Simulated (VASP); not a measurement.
# Sc (Fd-3m) in VASP: further runs

Sc is run at these levels: PBEsol; tasks: single point, relaxation of cell and atoms.

Everything below comes from runs of VASP 6.6.1. Logs are shortened: lines on timing, memory, paths and dates and some standing lists are left out, and cuts for length are marked.

### 1 The cell of the first run

It takes space group Fd-3m (No. 227, cubic). The conventional cell has a = 6.218 Å, b = 6.218 Å, c = 6.218 Å, α = 90.00°, β = 90.00°, γ = 90.00°. Within 3.6 Å of Sc (site symmetry -43m) lie 4 Sc at 2.69 Å.

This isn't the form of Sc at room conditions, which is hcp.

### 2 Single point, PBEsol

INCAR reads:

```
  PREC = Accurate
  ENCUT = 500
  EDIFF = 1E-6
  ISMEAR = 0
  SIGMA = 0.05
  LREAL = F
  LASPH = T
  NELM = 120
  ALGO = Normal
  ISIF = 2
  LWAVE = F
  LCHARG = T
  GGA = PS
  LELF = T
  LVHAR = T
  NBANDS = 18
  GGA_COMPAT = F
```

KPOINTS reads:

```
Automatic mesh
0
Gamma
  5 5 5
```

POSCAR reads:

```
Sc
1.0
    0.0000000000      3.1090880443      3.1090880443
    3.1090880443      0.0000000000      3.1090880443
    3.1090880443      3.1090880443      0.0000000000
Sc
2
Direct
    1.0000000000      1.0000000000      1.0000000000
    0.2500000000      0.2500000000      0.2500000000
```

Potentials or basis: VASP PAW PBE potentials, release 64 (Sc_sv).

Command:

```
$ cat potpaw_PBE.64/Sc_sv/POTCAR > POTCAR
$ mpirun -np 1 vasp_std > vasp.out
```

OUTCAR:

```text
PREC = Accurate
   ENCUT = 500
   EDIFF = 1E-6
   ISMEAR = 0
   LREAL = F
   LASPH = T
   NELM = 120
   ISIF = 2
   GGA = PS

 ion  position               nearest neighbor table
   1  0.000  0.000  0.000-   2 2.69   2 2.69   2 2.69   2 2.69
   2  0.250  0.250  0.250-   1 2.69   1 2.69   1 2.69   1 2.69

  LATTYP: Found a face centered cubic cell.
 ALAT       =     6.2181760886

  Lattice vectors:

 A1 = (   0.0000000000,   3.1090880443,   3.1090880443)
 A2 = (   3.1090880443,   0.0000000000,   3.1090880443)
 A3 = (   3.1090880443,   3.1090880443,   0.0000000000)

Analysis of symmetry for initial positions (statically):
=====================================================================
 Subroutine PRICEL returns:
 Original cell was already a primitive cell.

 Routine SETGRP: Setting up the symmetry group for a
 face centered cubic supercell.

 Subroutine GETGRP returns: Found 48 space group operations
 (whereof 24 operations were pure point group operations)
 out of a pool of 48 trial point group operations.

The static configuration has the point symmetry T_d .
 The point group associated with its full space group is O_h .

Analysis of symmetry for dynamics (positions and initial velocities):
=====================================================================
 Subroutine PRICEL returns:
 Original cell was already a primitive cell.

 Routine SETGRP: Setting up the symmetry group for a
 face centered cubic supercell.

 Subroutine GETGRP returns: Found 48 space group operations
 (whereof 24 operations were pure point group operations)
 out of a pool of 48 trial point group operations.

The dynamic configuration has the point symmetry T_d .
 The point group associated with its full space group is O_h .

 Subroutine INISYM returns: Found 48 space group operations
 (whereof 24 operations are pure point group operations),
 and found     1 'primitive' translations

----------------------------------------------------------------------------------------

                                     Primitive cell

  volume of cell :      60.1076

  direct lattice vectors                    reciprocal lattice vectors
     0.000000000  3.109088044  3.109088044    -0.160818862  0.160818862  0.160818862
     3.109088044  0.000000000  3.109088044     0.160818862 -0.160818862  0.160818862
     3.109088044  3.109088044  0.000000000     0.160818862  0.160818862 -0.160818862

  length of vectors
     4.396914479  4.396914479  4.396914479     0.278546439  0.278546439  0.278546439

  position of ions in fractional coordinates (direct lattice)
     0.000000000  0.000000000  0.000000000
     0.250000000  0.250000000  0.250000000

  ion indices of the primitive-cell ions
   primitive index   ion index
                 1           1
                 2           2

----------------------------------------------------------------------------------------

 KPOINTS: Automatic mesh

Automatic generation of k-mesh.
 Grid dimensions read from file:
 generate k-points for:    5    5    5

 Generating k-lattice:

  Cartesian coordinates                     Fractional coordinates (reciprocal lattice)
    -0.032163772  0.032163772  0.032163772     0.200000000  0.000000000  0.000000000
     0.032163772 -0.032163772  0.032163772     0.000000000  0.200000000  0.000000000
     0.032163772  0.032163772 -0.032163772     0.000000000  0.000000000  0.200000000

  Length of vectors
     0.055709288  0.055709288  0.055709288

  Shift w.r.t. Gamma in fractional coordinates (k-lattice)
     0.000000000  0.000000000  0.000000000

 Subroutine IBZKPT returns following result:
 ===========================================

 Found     10 irreducible k-points:

 Following reciprocal coordinates:
            Coordinates               Weight
  0.000000  0.000000  0.000000      1.000000
  0.200000  0.000000  0.000000      8.000000
  0.400000  0.000000  0.000000      8.000000
  0.200000  0.200000  0.000000      6.000000
  0.400000  0.200000  0.000000     24.000000
 -0.400000  0.200000  0.000000     24.000000
 -0.200000  0.200000  0.000000     12.000000
  0.400000  0.400000  0.000000      6.000000
 -0.400000  0.400000  0.000000     12.000000
 -0.400000  0.400000  0.200000     24.000000
   k-points           NKPTS =     10   k-points in BZ     NKDIM =     10   number of bands    NBANDS=     18
   number of dos      NEDOS =    301   number of ions     NIONS =      2
   total plane-waves  NPLWV =  32768
   dimension x,y,z NGX =    32 NGY =   32 NGZ =   32
   dimension x,y,z NGXF=    64 NGYF=   64 NGZF=   64
   ions per type =               2
   NGX,Y,Z   is equivalent  to a cutoff of  12.10, 12.10, 12.10 a.u.
   NGXF,Y,Z  is equivalent  to a cutoff of  24.20, 24.20, 24.20 a.u.
 SYSTEM =  unknown system
   PREC   = accura    normal or accurate (medium, high low for compatibility)
   ISTART =      0    job   : 0-new  1-cont  2-samecut
   ICHARG =      2    charge: 1-file 2-atom 10-const
   ISPIN  =      1    spin polarized calculation?
   LNONCOLLINEAR =      F non collinear calculations
   LSORBIT =      F    spin-orbit coupling
   LASPH  =      T    aspherical Exc in radial PAW
   ENCUT  =  500.0 eV  36.75 Ry    6.06 a.u.   8.02  8.02  8.02*2*pi/ulx,y,z
   NELM   =    120;   NELMIN=  2; NELMDL= -5     # of ELM steps
   EDIFF  = 0.1E-05   stopping-criterion for ELM
   LREAL  =      F    real-space projection
   EDIFFG = 0.1E-04   stopping-criterion for IOM
   NSW    =      0    number of steps for IOM
   IBRION =     -1    ionic relax: 0-MD 1-quasi-New 2-CG
   NFREE  =      0    steps in history (QN), initial steepest desc. (CG)
   ISIF   =      2    stress and relaxation
   ISYM   =      2    0-nonsym 1-usesym 2-fastsym
   POTIM  = 0.5000    time-step for ionic-motion
   TEBEG  =    0.0;   TEEND  =   0.0 temperature during run
   PSTRESS=    0.0 pullay stress
   NELECT =      22.0000    total number of electrons
   NUPDOWN=      -1.0000    fix difference up-down
   EMIN   =  10.00;   EMAX   =-10.00  energy-range for DOS
   EFERMI =   0.00;   METHOD = LEGACY
   ISMEAR =     0;   SIGMA  =   0.05  broadening in eV -4-tet -1-fermi 0-gaus
   EFERMI_NEDOS =   21; number of points for ismear=-14 and -15
   IALGO  =     38    algorithm
   IMIX   =      4    mixing-type and parameters
     AMIX     =   0.40;   BMIX     =  1.00
     AMIX_MAG =   1.60;   BMIX_MAG =  1.00
  volume/ion in A,a.u.               =      30.05       202.81
  Fermi-wavevector in a.u.,A,eV,Ry     =   1.171043  2.212950 18.658225  1.371341
  Thomas-Fermi vector in A             =   2.307492
   LORBIT       =      0    0 simple, 1 ext, 2 COOP (PROOUT), +10 PAW based schemes
   GGA     = PS    functional components
   LHFCALC =     F    Hartree Fock is set to
   AEXX    =    0.0000 exact exchange contribution
   IVDW    =     0    specifies the selected vdW correction
   LEPSILON=     F    determine dielectric tensor
   LRPA    =     F    only Hartree local field effects (RPA)
 non-spin polarized calculation
 Gauss-broadening in eV      SIGMA  =   0.05
  energy-cutoff  :      500.00
  volume of cell :       60.11
 maximum number of plane-waves:      1538
   NGX = 17   NGY = 17   NGZ = 17

 number of electron      22.0000007 magnetization

 Free energy of the ion-electron system (eV)
  ---------------------------------------------------
  ext. energy  EPLUGINS =         0.00000000
  ---------------------------------------------------
  free energy    TOTEN  =        -9.16488400 eV

  energy without entropy =       -9.15949459  energy(sigma->0) =       -9.16218930

 E-fermi :   2.2135     XC(G=0):  -9.0093

 val. band max:        2.1722145889   @ k =  -0.4000   0.2000   0.0000
 cond. band min:       2.2167640456   @ k =   0.0000   0.0000   0.0000
 fundamental gap:      0.0445494567
 Fermi energy:         2.2135487980

 k-point     1 :       0.0000    0.0000    0.0000
  band No.  band energies     occupation
      1     -47.2993      2.00000
      2     -46.9479      2.00000
      3     -26.2010      2.00000
      4     -26.2010      2.00000
      5     -26.2010      2.00000
      6     -25.6358      2.00000
[... 10 lines left out ...]
     17       4.1052      0.00000
     18       6.2634      0.00000

 k-point     2 :       0.2000    0.0000    0.0000
  band No.  band energies     occupation
      1     -47.2752      2.00000
      2     -46.9728      2.00000
      3     -26.2263      2.00000
      4     -26.2263      2.00000
      5     -26.2020      2.00000
      6     -25.6399      2.00000
[... 10 lines left out ...]
     17       4.1253      0.00000
     18       6.2068      0.00000

 k-point     3 :       0.4000    0.0000    0.0000
  band No.  band energies     occupation
      1     -47.2240      2.00000
      2     -47.0249      2.00000
      3     -26.2630      2.00000
      4     -26.2630      2.00000
      5     -26.2054      2.00000
      6     -25.6442      2.00000
[... 10 lines left out ...]
     17       4.6686      0.00000
     18       5.9344      0.00000

 k-point     4 :       0.2000    0.2000    0.0000
  band No.  band energies     occupation
      1     -47.2662      2.00000
      2     -46.9819      2.00000
      3     -26.2547      2.00000
      4     -26.2547      2.00000
      5     -26.1494      2.00000
      6     -25.6942      2.00000
[... 10 lines left out ...]
     17       4.2170      0.00000
     18       5.8419      0.00000

 k-point     5 :       0.4000    0.2000    0.0000
  band No.  band energies     occupation
      1     -47.2188      2.00000
      2     -47.0301      2.00000
      3     -26.3044      2.00000
      4     -26.2902      2.00000
      5     -26.1073      2.00000
      6     -25.7393      2.00000
[... 10 lines left out ...]
     17       4.7104      0.00000
     18       5.5016      0.00000

 k-point     6 :      -0.4000    0.2000    0.0000
  band No.  band energies     occupation
      1     -47.1924      2.00000
      2     -47.0569      2.00000
      3     -26.3324      2.00000
      4     -26.2864      2.00000
      5     -26.1021      2.00000
      6     -25.7431      2.00000
[... 10 lines left out ...]
     17       4.7115      0.00000
     18       5.5734      0.00000

 k-point     7 :      -0.2000    0.2000    0.0000
  band No.  band energies     occupation
      1     -47.2393      2.00000
      2     -47.0094      2.00000
      3     -26.2974      2.00000
      4     -26.2480      2.00000
      5     -26.1526      2.00000
      6     -25.6908      2.00000
[... 10 lines left out ...]
     17       4.4964      0.00000
     18       5.6233      0.00000

 k-point     8 :       0.4000    0.4000    0.0000
  band No.  band energies     occupation
      1     -47.1790      2.00000
      2     -47.0704      2.00000
      3     -26.3269      2.00000
      4     -26.3269      2.00000
      5     -26.0133      2.00000
      6     -25.8407      2.00000
[... 10 lines left out ...]
     17       5.0844      0.00000
     18       5.0844      0.00000

 k-point     9 :      -0.4000    0.4000    0.0000
  band No.  band energies     occupation
      1     -47.1416      2.00000
      2     -47.1081      2.00000
      3     -26.3499      2.00000
      4     -26.3248      2.00000
      5     -25.9743      2.00000
      6     -25.8759      2.00000
[... 10 lines left out ...]
     17       5.0068      0.00000
     18       6.0088      0.00000

 k-point    10 :      -0.4000    0.4000    0.2000
  band No.  band energies     occupation
      1     -47.1686      2.00000
      2     -47.0809      2.00000
      3     -26.3436      2.00000
      4     -26.3176      2.00000
      5     -26.0169      2.00000
      6     -25.8293      2.00000
[... 10 lines left out ...]
     17       5.1615      0.00000
     18       5.4234      0.00000

------------------------ aborting loop because EDIFF is reached ----------------------------------------

  FORCE on cell =-STRESS in cart. coord.  units (eV):
  Direction    XX          YY          ZZ          XY          YZ          ZX
  --------------------------------------------------------------------------------------
  -------------------------------------------------------------------------------------
  Total        0.0098544      0.0098544      0.0098544     -0.0000000     -0.0000000      0.0000000
  in kB        0.2626697      0.2626697      0.2626697     -0.0000000     -0.0000000      0.0000000
  external PRESSURE =       0.2626697 kB  Pullay stress =       0.0000000 kB

 VOLUME and BASIS-vectors are now :
 -----------------------------------------------------------------------------
  energy-cutoff  :      500.00
  volume of cell :       60.11
      direct lattice vectors                 reciprocal lattice vectors
     0.000000000  3.109088044  3.109088044    -0.160818862  0.160818862  0.160818862
     3.109088044  0.000000000  3.109088044     0.160818862 -0.160818862  0.160818862
     3.109088044  3.109088044  0.000000000     0.160818862  0.160818862 -0.160818862

 POSITION                                       TOTAL-FORCE (eV/Angst)
 -----------------------------------------------------------------------------------
      0.00000      0.00000      0.00000        -0.000000     -0.000000     -0.000000
      1.55454      1.55454      1.55454         0.000000      0.000000      0.000000
 -----------------------------------------------------------------------------------
    total drift:                               -0.000000      0.000000      0.000000

  FREE ENERGIE OF THE ION-ELECTRON SYSTEM (eV)
  ---------------------------------------------------
  free  energy   TOTEN  =        -9.1648840045 eV

  energy  without entropy=       -9.1594945887  energy(sigma->0) =       -9.16218930
```

Run time: 7.7 s. Hardware: 1 thread of Intel Xeon 6975P-C (Granite Rapids), shared host; peak memory 0.17 GiB.

What came out:

* Free energy: -9.1649 eV
* Pressure: 0.0 GPa
* Band gap on the k mesh: zero (bands 11 and 12 overlap by 0.45 eV)

Levels at points of the mesh, in eV from the Fermi level:
```csv
k point,band 7,band 8,band 9,band 10,band 11,band 12,band 13,band 14,band 15,band 16
"(0.00, 0.00, 0.00)",-27.85,-27.85,-4.18,0.00,0.00,0.35,0.35,0.35,1.89,1.89
```

Caveat: the PAW data sets were made with another functional, which shifts forces and pressure a little.

### 3 Relaxation of cell and atoms, PBEsol

This run uses another cell than the first one, of 32.46 Å³/atom.

INCAR reads:

```
ALGO = Normal
EDIFF = 1E-7
EDIFFG = -0.02
ENCUT = 500
GGA = PS
GGA_COMPAT = F
IBRION = 2
ISIF = 3
ISMEAR = 0
LASPH = T
LCHARG = F
LREAL = F
LWAVE = F
NELM = 120
NELMIN = 4
NSW = 80
PREC = Accurate
SIGMA = 0.05
```

KPOINTS reads:

```
k-points
0
Gamma
  5 5 5
```

POSCAR reads:

```
Sc
1.0
    0.0000000000      3.1900000000      3.1900000000
    3.1900000000      0.0000000000      3.1900000000
    3.1900000000      3.1900000000      0.0000000000
Sc
2
Direct
    1.0000000000      1.0000000000      1.0000000000
    0.2500000000      0.2500000000      0.2500000000
```

Potentials or basis: VASP PAW PBE potentials, release 64 (Sc_sv).

Command:

```
$ cat potpaw_PBE.64/Sc_sv/POTCAR > POTCAR
$ mpirun -np 1 vasp_std > vasp.out
```

OUTCAR:

```text
EDIFF = 1E-7
   EDIFFG = -0.02
   ENCUT = 500
   GGA = PS
   IBRION = 2
   ISIF = 3
   ISMEAR = 0
   LASPH = T
   LREAL = F
   NELM = 120
   NELMIN = 4
   NSW = 80
   PREC = Accurate

 ion  position               nearest neighbor table
   1  0.000  0.000  0.000-   2 2.76   2 2.76   2 2.76   2 2.76
   2  0.250  0.250  0.250-   1 2.76   1 2.76   1 2.76   1 2.76

  LATTYP: Found a face centered cubic cell.
 ALAT       =     6.3800000000

  Lattice vectors:

 A1 = (   0.0000000000,   3.1900000000,   3.1900000000)
 A2 = (   3.1900000000,   0.0000000000,   3.1900000000)
 A3 = (   3.1900000000,   3.1900000000,   0.0000000000)

Analysis of symmetry for initial positions (statically):
=====================================================================
 Subroutine PRICEL returns:
 Original cell was already a primitive cell.

 Routine SETGRP: Setting up the symmetry group for a
 face centered cubic supercell.

 Subroutine GETGRP returns: Found 48 space group operations
 (whereof 24 operations were pure point group operations)
 out of a pool of 48 trial point group operations.

The static configuration has the point symmetry T_d .
 The point group associated with its full space group is O_h .

Analysis of symmetry for dynamics (positions and initial velocities):
[... 143 lines left out ...]
  ext. energy  EPLUGINS =         0.00000000
  ---------------------------------------------------
  free energy    TOTEN  =        -9.14487983 eV

  energy without entropy =       -9.13358584  energy(sigma->0) =       -9.13923283

------------------------ aborting loop because EDIFF is reached ----------------------------------------

  FORCE on cell =-STRESS in cart. coord.  units (eV):
  Direction    XX          YY          ZZ          XY          YZ          ZX
  --------------------------------------------------------------------------------------
  -------------------------------------------------------------------------------------
  Total       -0.5476450     -0.5476450     -0.5476450      0.0000000      0.0000000     -0.0000000
  in kB      -13.5147386    -13.5147386    -13.5147386      0.0000000      0.0000000     -0.0000000
  external PRESSURE =     -13.5147386 kB  Pullay stress =       0.0000000 kB
[... 95 lines left out ...]
--------------------------------------- Ionic step        4  -------------------------------------------

 number of electron      21.9999997 magnetization

 Free energy of the ion-electron system (eV)
  ---------------------------------------------------
  ext. energy  EPLUGINS =         0.00000000
  ---------------------------------------------------
  free energy    TOTEN  =        -9.16672481 eV

  energy without entropy =       -9.16122139  energy(sigma->0) =       -9.16397310

 E-fermi :   2.2073     XC(G=0):  -9.0038

 val. band max:        2.1664869411   @ k =  -0.4000   0.2000   0.0000
 cond. band min:       2.2109310908   @ k =   0.0000   0.0000   0.0000
 fundamental gap:      0.0444441498
 Fermi energy:         2.2072980129

 k-point     1 :       0.0000    0.0000    0.0000
  band No.  band energies     occupation
      1     -47.3075      2.00000
      2     -46.9579      2.00000
      3     -26.2090      2.00000
      4     -26.2090      2.00000
      5     -26.2090      2.00000
      6     -25.6458      2.00000
      7     -25.6458      2.00000
      8     -25.6458      2.00000
      9      -1.9744      2.00000
     10       2.2109      0.91815
     11       2.2109      0.91815
     12       2.5608      0.00000
     13       2.5608      0.00000
     14       2.5608      0.00000
[... 190 lines left out ...]
  FREE ENERGIE OF THE ION-ELECTRON SYSTEM (eV)
  ---------------------------------------------------
  free  energy   TOTEN  =        -9.1667248084 eV

  energy  without entropy=       -9.1612213860  energy(sigma->0) =       -9.16397310

 reached required accuracy - stopping structural energy minimisation
```

Run time: 35 s. Hardware: 1 thread of Intel Xeon 6975P-C (Granite Rapids), shared host; peak memory 0.2 GiB.

What came out:

- Free energy: -9.1667 eV
- Relaxed volume: 30.10 Å³/atom
- Relaxed cell: a = 4.399 Å, b = 4.399 Å, c = 4.399 Å, α = 60.00°, β = 60.00°, γ = 60.00°
- Space group after relaxing (to 0.1 Å): Fd-3m (No. 227)
- Energy gained by relaxing: 10.9 meV/atom
- Ionic steps: 4
- Pressure after relaxing: 0.0 GPa
- Band gap on the k mesh: zero (bands 11 and 12 overlap by 0.45 eV)

Step by step:
```csv
step,energy change (eV),largest force (eV/Å),pressure (GPa),volume (Å³)
1,0.0000,0.0000,-1.35,64.92
2,-0.0168,0.0000,-0.71,62.38
3,-0.0216,0.0000,-0.15,60.65
4,-0.0218,0.0000,0.00,60.20
```

Final structure:
```cif
data_structure
_symmetry_space_group_name_H-M 'P 1'
_symmetry_Int_Tables_number 1
_cell_length_a 4.3991
_cell_length_b 4.3991
_cell_length_c 4.3991
_cell_angle_alpha 60.000
_cell_angle_beta 60.000
_cell_angle_gamma 60.000
_cell_volume 60.20
loop_
_atom_site_label
_atom_site_type_symbol
_atom_site_fract_x
_atom_site_fract_y
_atom_site_fract_z
_atom_site_occupancy
Sc1 Sc 0.00000 0.00000 0.00000 1
Sc2 Sc 0.25000 0.25000 0.25000 1
```

Levels at points of the mesh, in eV from the Fermi level:
| k point | band 7 | band 8 | band 9 | band 10 | band 11 | band 12 | band 13 | band 14 | band 15 |
| --- | --- | --- | --- | --- | --- | --- | --- | --- | --- |
| (0.00, 0.00, 0.00) | -27.85 | -27.85 | -4.18 | 0.00 | 0.00 | 0.35 | 0.35 | 0.35 | 1.89 |

Caveat: the PAW data sets were made with another functional, which shifts forces and pressure a little.
